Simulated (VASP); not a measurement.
# Be2Os (Immm) in VASP: a series of runs

Runs on Be2Os. Level: PBE. Tasks: single point.

Everything below comes from runs of VASP 6.6.1. Logs are shortened: lines on timing, memory, paths and dates and some standing lists are left out, and cuts for length are marked.

**1. The cell of the first run**

It takes space group Immm (No. 71, orthorhombic). Conventional cell: a = 2.482 Å, b = 3.971 Å, c = 6.829 Å, α = 90.00°, β = 90.00°, γ = 90.00°. Within 3.1 Å of Be (site symmetry mm2) lie 4 Os at 2.38 to 2.44 Å and 7 Be at 2.47 to 2.62 Å. Os (site symmetry mmm) has 8 Be at 2.38 to 2.44 Å and 2 Os at 2.48 Å within 3.1 Å.

**2. Single point, PBE**

INCAR reads:

```
SYSTEM = Be2Os
PREC = Accurate ; ENCUT = 520
EDIFF = 1E-6 ; ISMEAR = 0
SIGMA = 0.1 ; LREAL = .FALSE.
LASPH = .TRUE. ; NELM = 60
ALGO = Fast ; ISIF = 2
LWAVE = .FALSE. ; LCHARG = .FALSE.
GGA = PE ; NBANDS = 21
```

KPOINTS reads:

```
regular mesh
0
G
  4 4 6
  0 0 0
```

POSCAR reads:

```
Be2Os
1.0
    6.8285688074      0.0000000000      0.0000000000
    0.0000000000      3.9706463617      0.0000000000
    0.0000000000      0.0000000000      2.4819844716
Be Os
4 2
Direct
    0.3081084881      0.9999979655      0.5000000000
    0.8081084881      0.5000020345      0.0000000000
    0.6918915119      0.0000020345      0.5000000000
    0.1918915119      0.4999979655      0.0000000000
    0.5000000000      0.5000000000      0.5000000000
    0.0000000000      0.0000000000      0.0000000000
```

Potentials or basis: VASP PAW PBE potentials, release 64 (Be, Os).

On the command line:

```console
cat potpaw_PBE.64/Be/POTCAR potpaw_PBE.64/Os/POTCAR > POTCAR
mpirun -np 1 vasp_std > vasp.out
```

OUTCAR:

```text
SYSTEM = Be2Os
   PREC = Accurate
   ENCUT = 520
   EDIFF = 1E-6
   ISMEAR = 0
   LREAL = .FALSE.
   LASPH = .TRUE.
   NELM = 60
   ISIF = 2
   GGA = PE

 ion  position               nearest neighbor table
   1  0.308  1.000  0.500-   5 2.38   5 2.38   6 2.44   6 2.44
   2  0.808  0.500  0.000-   6 2.38   6 2.38   5 2.44   5 2.44
   3  0.692  0.000  0.500-   5 2.38   5 2.38   6 2.44   6 2.44
   4  0.192  0.500  0.000-   6 2.38   6 2.38   5 2.44   5 2.44
   5  0.500  0.500  0.500-   1 2.38   3 2.38   3 2.38   1 2.38   4 2.44   2 2.44   4 2.44   2 2.44

   6  0.000  0.000  0.000-   2 2.38   4 2.38   2 2.38   4 2.38   1 2.44   1 2.44   3 2.44   3 2.44

  LATTYP: Found a simple orthorhombic cell.
 ALAT       =     2.4819844716
 B/A-ratio  =     1.5997869476
 C/A-ratio  =     2.7512536382

  Lattice vectors:

 A1 = (   0.0000000000,   0.0000000000,  -2.4819844716)
 A2 = (   0.0000000000,   3.9706463617,   0.0000000000)
 A3 = (   6.8285688074,   0.0000000000,   0.0000000000)

Analysis of symmetry for initial positions (statically):
=====================================================================
 Subroutine PRICEL returns following result:

  LATTYP: Found a body centered orthorhombic cell.
 ALAT       =     2.4819844716
 B/A-ratio  =     1.5997869476
 C/A-ratio  =     2.7512536382

  Lattice vectors:

 A1 = (  -3.4142844037,   1.9853231808,  -1.2409922358)
 A2 = (  -3.4142844037,  -1.9853231808,   1.2409922358)
 A3 = (   3.4142844037,   1.9853231808,   1.2409922358)

   2 primitive cells build up your supercell.

 Routine SETGRP: Setting up the symmetry group for a
 simple orthorhombic supercell.

 Subroutine GETGRP returns: Found  8 space group operations
 (whereof  8 operations were pure point group operations)
 out of a pool of  8 trial point group operations.

The static configuration has the point symmetry D_2h.

Analysis of symmetry for dynamics (positions and initial velocities):
=====================================================================
 Subroutine PRICEL returns following result:

  LATTYP: Found a body centered orthorhombic cell.
 ALAT       =     2.4819844716
 B/A-ratio  =     1.5997869476
 C/A-ratio  =     2.7512536382

  Lattice vectors:

 A1 = (  -3.4142844037,   1.9853231808,  -1.2409922358)
 A2 = (  -3.4142844037,  -1.9853231808,   1.2409922358)
 A3 = (   3.4142844037,   1.9853231808,   1.2409922358)
[... 107 lines left out ...]
   LNONCOLLINEAR =      F non collinear calculations
   LSORBIT =      F    spin-orbit coupling
   LASPH  =      T    aspherical Exc in radial PAW
   ENCUT  =  520.0 eV  38.22 Ry    6.18 a.u.  12.70  7.38  4.61*2*pi/ulx,y,z
   NELM   =     60;   NELMIN=  2; NELMDL= -5     # of ELM steps
   EDIFF  = 0.1E-05   stopping-criterion for ELM
   LREAL  =      F    real-space projection
   EDIFFG = 0.1E-04   stopping-criterion for IOM
   NSW    =      0    number of steps for IOM
   IBRION =     -1    ionic relax: 0-MD 1-quasi-New 2-CG
   NFREE  =      0    steps in history (QN), initial steepest desc. (CG)
   ISIF   =      2    stress and relaxation
   ISYM   =      2    0-nonsym 1-usesym 2-fastsym
   POTIM  = 0.5000    time-step for ionic-motion
   TEBEG  =    0.0;   TEEND  =   0.0 temperature during run
   PSTRESS=    0.0 pullay stress
   NELECT =      24.0000    total number of electrons
   NUPDOWN=      -1.0000    fix difference up-down
   EMIN   =  10.00;   EMAX   =-10.00  energy-range for DOS
   EFERMI =   0.00;   METHOD = LEGACY
   ISMEAR =     0;   SIGMA  =   0.10  broadening in eV -4-tet -1-fermi 0-gaus
   EFERMI_NEDOS =   21; number of points for ismear=-14 and -15
   IALGO  =     68    algorithm
   IMIX   =      4    mixing-type and parameters
     AMIX     =   0.40;   BMIX     =  1.00
     AMIX_MAG =   1.60;   BMIX_MAG =  1.00
  volume/ion in A,a.u.               =      11.22        75.69
  Fermi-wavevector in a.u.,A,eV,Ry     =   1.160955  2.193886 18.338146  1.347816
  Thomas-Fermi vector in A             =   2.297532
   LORBIT       =      0    0 simple, 1 ext, 2 COOP (PROOUT), +10 PAW based schemes
   GGA     = PE    functional components
   LHFCALC =     F    Hartree Fock is set to
   AEXX    =    0.0000 exact exchange contribution
   IVDW    =     0    specifies the selected vdW correction
   LEPSILON=     F    determine dielectric tensor
   LRPA    =     F    only Hartree local field effects (RPA)
 non-spin polarized calculation
 RMM-DIIS sequential band-by-band and
 Gauss-broadening in eV      SIGMA  =   0.10
  energy-cutoff  :      520.00
  volume of cell :       67.30
 maximum number of plane-waves:      1843
 NGX is ok and might be reduce to    54

 number of electron      24.0000002 magnetization

 Free energy of the ion-electron system (eV)
  ---------------------------------------------------
  ext. energy  EPLUGINS =         0.00000000
  ---------------------------------------------------
  free energy    TOTEN  =       -36.51303491 eV

  energy without entropy =      -36.50621565  energy(sigma->0) =      -36.50962528

 E-fermi :   6.5265     XC(G=0): -11.5843

 val. band max:        6.5210490109   @ k =   0.0000   0.5000   0.3333
 cond. band min:       6.5991676617   @ k =   0.2500   0.2500   0.3333
 fundamental gap:      0.0781186508
 Fermi energy:         6.5265341126

 k-point     1 :       0.0000    0.0000    0.0000
  band No.  band energies     occupation
      1      -3.4446      2.00000
      2      -0.8865      2.00000
      3       0.1401      2.00000
      4       1.1007      2.00000
      5       1.1703      2.00000
      6       1.3922      2.00000
[... 565 lines left out ...]
     20      13.0497      0.00000
     21      14.9968      0.00000

 [... further k-points ...]
[... 5 lines left out ...]
  --------------------------------------------------------------------------------------
  -------------------------------------------------------------------------------------
  Total        0.1484306      0.0771142     -0.1298873      0.0000000     -0.0000000      0.0000000
  in kB        3.5338161      1.8359247     -3.0923416      0.0000000     -0.0000000      0.0000000
  external PRESSURE =       0.7591331 kB  Pullay stress =       0.0000000 kB

 VOLUME and BASIS-vectors are now :
 -----------------------------------------------------------------------------
  energy-cutoff  :      520.00
  volume of cell :       67.30
      direct lattice vectors                 reciprocal lattice vectors
     6.828568807  0.000000000  0.000000000     0.146443571  0.000000000  0.000000000
     0.000000000  3.970646362  0.000000000     0.000000000  0.251848165  0.000000000
     0.000000000  0.000000000  2.481984472     0.000000000  0.000000000  0.402903407

 POSITION                                       TOTAL-FORCE (eV/Angst)
 -----------------------------------------------------------------------------------
      2.10394      3.97064      1.24099         0.010552      0.000000      0.000000
      5.51822      1.98533      0.00000         0.010552      0.000000     -0.000000
      4.72463      0.00001      1.24099        -0.010552      0.000000      0.000000
      1.31034      1.98532      0.00000        -0.010552      0.000000      0.000000
      3.41428      1.98532      1.24099        -0.000000     -0.000000     -0.000000
      0.00000      0.00000      0.00000        -0.000000      0.000000     -0.000000
 -----------------------------------------------------------------------------------
    total drift:                                0.000000      0.000000      0.000000

  FREE ENERGIE OF THE ION-ELECTRON SYSTEM (eV)
  ---------------------------------------------------
  free  energy   TOTEN  =       -36.5130349111 eV

  energy  without entropy=      -36.5062156456  energy(sigma->0) =      -36.50962528
```

OSZICAR:

```text
N       E                     dE             d eps       ncg     rms          rms(c)
DAV:   1     0.932894191428E+02    0.93289E+02   -0.10383E+04  1544   0.102E+03
DAV:   2    -0.297544987017E+02   -0.12304E+03   -0.11392E+03  1580   0.278E+02
DAV:   3    -0.389632456965E+02   -0.92087E+01   -0.87599E+01  2046   0.554E+01
DAV:   4    -0.391461469195E+02   -0.18290E+00   -0.18198E+00  1853   0.830E+00
DAV:   5    -0.391489708842E+02   -0.28240E-02   -0.28232E-02  1943   0.960E-01    0.218E+01
RMM:   6    -0.367218338136E+02    0.24271E+01   -0.84340E+00  1584   0.149E+01    0.330E+00
RMM:   7    -0.365479779515E+02    0.17386E+00   -0.10950E+00  1631   0.103E+01    0.485E+00
RMM:   8    -0.365110756562E+02    0.36902E-01   -0.30091E-01  1714   0.240E+00    0.159E+00
RMM:   9    -0.365127426965E+02   -0.16670E-02   -0.40756E-02  1800   0.995E-01    0.947E-01
RMM:  10    -0.365128995747E+02   -0.15688E-03   -0.71980E-03  1802   0.442E-01    0.434E-01
RMM:  11    -0.365130217476E+02   -0.12217E-03   -0.11637E-03  1841   0.180E-01    0.172E-01
RMM:  12    -0.365130336833E+02   -0.11936E-04   -0.27066E-04  1821   0.802E-02    0.567E-02
RMM:  13    -0.365130342062E+02   -0.52291E-06   -0.37696E-05  1825   0.343E-02    0.413E-02
RMM:  14    -0.365130349111E+02   -0.70491E-06   -0.70779E-06  1468   0.137E-02
   1 F= -.36513035E+02 E0= -.36509625E+02  d E =-.681927E-02
```

stdout:

```text
POSCAR found type information on POSCAR BeOs
 POSCAR found :  2 types and       6 ions
 scaLAPACK will be used
 LDA part: xc-table for (Slater+PW92), standard interpolation
 POSCAR, INCAR and KPOINTS ok, starting setup
 FFT: planning ... GRIDC
 FFT: planning ... GRID_SOFT
 FFT: planning ... GRID
 WAVECAR not read
 entering main loop
```

Run time: 65 s. Hardware: 1 thread of Oxide Virtual Turin-like, shared host; peak memory 0.16 GiB.

What came out:

* Free energy: -36.5130 eV
* Pressure: 0.1 GPa
* Largest force: 0.011 eV/Å
* Band gap on the k mesh: zero (bands 12 and 13 overlap by 1.69 eV)

Forces in eV/Å, atoms in the order of the input:
```
Be   0.011  0.000  0.000
Be   0.011  0.000  0.000
Be  -0.011  0.000  0.000
Be  -0.011  0.000  0.000
Os   0.000  0.000  0.000
Os   0.000  0.000  0.000
```

Caveat: the k points lie up to 0.42 Å⁻¹ apart, too coarse for converged energies and pressures of a metal; spin-orbit coupling is left out, which moves the levels of the heavy elements.

**3. Single point, PBE**

This run uses another cell than the first one: it holds 3 atoms, not 6.

INCAR reads:

```
SYSTEM = Be2Os
PREC = Accurate
ENCUT = 520
EDIFF = 1E-7
ISMEAR = 0
SIGMA = 0.1
LREAL = .False.
LASPH = .True.
NELM = 80
ALGO = Fast
ISIF = 2
LWAVE = .False.
LCHARG = .False.
GGA = PE
NBANDS = 13
```

KPOINTS reads:

```
Automatic mesh
0
Gamma
  22 22 22
  0 0 0
```

POSCAR reads:

```
Be2Os
1.0
   -1.2269336572      1.9537803471      3.4956999720
    1.2269336572     -1.9537803471      3.4956999720
    1.2269336572      1.9537803471     -3.4956999720
Be Os
2 1
Direct
    0.6962379110      0.1962379110      0.5000000000
    0.3037620890      0.8037620890      0.5000000000
    0.0000000000      0.0000000000      0.0000000000
```

Potentials or basis: VASP PAW PBE potentials, release 64 (Be, Os).

On the command line:

```console
cat potpaw_PBE.64/Be/POTCAR potpaw_PBE.64/Os/POTCAR > POTCAR
mpirun -np 1 vasp_std > vasp.out
```

OUTCAR:

```text
SYSTEM = Be2Os
   PREC = Accurate
   ENCUT = 520
   EDIFF = 1E-7
   ISMEAR = 0
   LREAL = .False.
   LASPH = .True.
   NELM = 80
   ISIF = 2
   GGA = PE

 ion  position               nearest neighbor table
   1  0.696  0.196  0.500-   3 2.39   3 2.39   3 2.45   3 2.45
   2  0.304  0.804  0.500-   3 2.39   3 2.39   3 2.45   3 2.45
   3  0.000  0.000  0.000-   1 2.39   2 2.39   1 2.39   2 2.39   1 2.45   2 2.45   1 2.45   2 2.45

  LATTYP: Found a body centered orthorhombic cell.
 ALAT       =     2.4538673144
 B/A-ratio  =     1.5924091214
 C/A-ratio  =     2.8491352825

  Lattice vectors:

 A1 = (  -1.2269336572,   1.9537803471,   3.4956999720)
 A2 = (   1.2269336572,  -1.9537803471,   3.4956999720)
 A3 = (   1.2269336572,   1.9537803471,  -3.4956999720)

Analysis of symmetry for initial positions (statically):
=====================================================================
 Subroutine PRICEL returns:
 Original cell was already a primitive cell.

 Routine SETGRP: Setting up the symmetry group for a
 body centered orthorhombic supercell.

 Subroutine GETGRP returns: Found  8 space group operations
 (whereof  8 operations were pure point group operations)
[... 176 lines left out ...]
      1      -3.4506      2.00000
      2       0.9334      2.00000
      3       1.4450      2.00000
      4       2.1892      2.00000
      5       7.4397      0.00000
      6       7.7590      0.00000
      7       8.1799      0.00000
      8      10.2712      0.00000
      9      10.8849      0.00000
     10      12.5056      0.00000
     11      14.2942      0.00000
     12      16.4111      0.00000
     13      18.5783      0.00000
[... 354 lines left out ...]
  band No.  band energies     occupation
      1      -1.4257      2.00000
      2       0.5318      2.00000
      3       0.9883      2.00000
      4       3.7010      2.00000
      5       4.7691      2.00000
      6       4.8238      2.00000
      7       7.6205      0.00000
      8       7.9466      0.00000
      9      12.5077      0.00000
     10      16.5752      0.00000
     11      17.5633      0.00000
     12      18.3494      0.00000
     13      18.6742      0.00000

 [... further k-points ...]
[... 5 lines left out ...]
  --------------------------------------------------------------------------------------
  -------------------------------------------------------------------------------------
  Total       -0.0191135      0.0226380      0.0336243      0.0000000      0.0000000      0.0000000
  in kB       -0.9136075      1.0820736      1.6072085      0.0000000      0.0000000      0.0000000
  external PRESSURE =       0.5918916 kB  Pullay stress =       0.0000000 kB

 VOLUME and BASIS-vectors are now :
 -----------------------------------------------------------------------------
  energy-cutoff  :      520.00
  volume of cell :       33.52
      direct lattice vectors                 reciprocal lattice vectors
    -1.226933657  1.953780347  3.495699972     0.000000000  0.255914131  0.143032870
     1.226933657 -1.953780347  3.495699972     0.407519997  0.000000000  0.143032870
     1.226933657  1.953780347 -3.495699972     0.407519997  0.255914131  0.000000000

 POSITION                                       TOTAL-FORCE (eV/Angst)
 -----------------------------------------------------------------------------------
      0.00000      1.95378      1.37198         0.000000      0.000000     -0.015560
      1.22693      0.00000      2.12372        -0.000000     -0.000000      0.015560
      0.00000      0.00000      0.00000        -0.000000      0.000000      0.000000
 -----------------------------------------------------------------------------------
    total drift:                                0.000000     -0.000000      0.000000

  FREE ENERGIE OF THE ION-ELECTRON SYSTEM (eV)
  ---------------------------------------------------
  free  energy   TOTEN  =       -18.2959587568 eV

  energy  without entropy=      -18.2908500744  energy(sigma->0) =      -18.29340442
```

OSZICAR:

```text
N       E                     dE             d eps       ncg     rms          rms(c)
DAV:   1     0.377055930145E+02    0.37706E+02   -0.53699E+03 41172   0.812E+02
DAV:   2    -0.169529406180E+02   -0.54659E+02   -0.48161E+02 43069   0.204E+02
DAV:   3    -0.196808157075E+02   -0.27279E+01   -0.26695E+01 53198   0.382E+01
DAV:   4    -0.197059594615E+02   -0.25144E-01   -0.25122E-01 42796   0.392E+00
DAV:   5    -0.197061172632E+02   -0.15780E-03   -0.15777E-03 51878   0.290E-01    0.156E+01
RMM:   6    -0.184399082418E+02    0.12662E+01   -0.26191E+00 40793   0.996E+00    0.263E+00
RMM:   7    -0.183247953533E+02    0.11511E+00   -0.27303E-01 41270   0.644E+00    0.342E+00
RMM:   8    -0.182965911476E+02    0.28204E-01   -0.82950E-02 44039   0.171E+00    0.292E-01
RMM:   9    -0.182960115991E+02    0.57955E-03   -0.74108E-03 46685   0.603E-01    0.289E-01
RMM:  10    -0.182959377632E+02    0.73836E-04   -0.89541E-04 48192   0.223E-01    0.177E-01
RMM:  11    -0.182959563300E+02   -0.18567E-04   -0.19156E-04 48480   0.869E-02    0.231E-02
RMM:  12    -0.182959616385E+02   -0.53085E-05   -0.52748E-05 48401   0.450E-02    0.125E-02
RMM:  13    -0.182959585755E+02    0.30630E-05   -0.76679E-06 47607   0.233E-02    0.758E-03
RMM:  14    -0.182959587407E+02   -0.16526E-06   -0.16914E-06 48183   0.750E-03    0.198E-03
RMM:  15    -0.182959587568E+02   -0.16015E-07   -0.28996E-07 37539   0.318E-03
   1 F= -.18295959E+02 E0= -.18293404E+02  d E =-.510868E-02
```

stdout:

```text
POSCAR found type information on POSCAR BeOs
 POSCAR found :  2 types and       3 ions
 scaLAPACK will be used
 LDA part: xc-table for (Slater+PW92), standard interpolation
 POSCAR, INCAR and KPOINTS ok, starting setup
 FFT: planning ... GRIDC
 FFT: planning ... GRID_SOFT
 FFT: planning ... GRID
 WAVECAR not read
 entering main loop
```

Run time: 18 min. Hardware: 1 thread of Oxide Virtual Turin-like, shared host; peak memory 0.76 GiB.

What came out:

| Property | Result |
| --- | --- |
| Free energy | -18.2960 eV |
| Pressure | 0.1 GPa |
| Largest force | 0.016 eV/Å |
| Band gap on the k mesh | zero (bands 6 and 7 overlap by 2.07 eV) |

Forces in eV/Å, atoms in the order of the input:
```
Be   0.000  0.000 -0.016
Be   0.000  0.000  0.016
Os   0.000  0.000  0.000
```

Caveat: spin-orbit coupling is left out, which moves the levels of the heavy elements.

The gap in the log of VASP goes by the Fermi energy; the results here count the filled bands.